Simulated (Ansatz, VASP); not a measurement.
## Fe: VASP beside Ansatz

```
Fe
1.0
     2.51184    0.00000    0.00000
    -1.25592    2.17531    0.00000
     0.00000    0.00000    3.97109
Fe
2
Direct
  0.33333 0.66667 0.25000
  0.66667 0.33333 0.75000
```

Alike in both runs: task relaxation of cell and atoms; functional PBEsol; k mesh 12 × 12 × 6; occupations gaussian, width 0.1 eV; no spin polarisation.

|  | VASP | Ansatz |
| --- | --- | --- |
| version | VASP 6.6.1 | Ansatz 0.2.0 |
| potentials or method | VASP PAW PBE potentials, release 64 (Fe), cutoff 600 eV | scalar-relativistic, plane waves, PAW |
| valence electrons in the cell | 16 | 32 |

```tsv
	VASP	Ansatz	Ansatz less VASP
gap on the k mesh at the Fermi level, each at its own relaxed structure (eV)	none	none	-
relaxed volume (Å³/atom)	9.80	9.82	+0.011
relaxed length of the cell vector where the two differ most in proportion (Å)	3.838	3.846	+0.0081
```

VASP's potentials were made for PBE, not for PBEsol. A gap of «none» marks a metal or a gap that the smearing closes. VASP's potentials hold 16 valence electrons a cell and Ansatz's 32, so a difference there can come from the potentials and not from the codes.
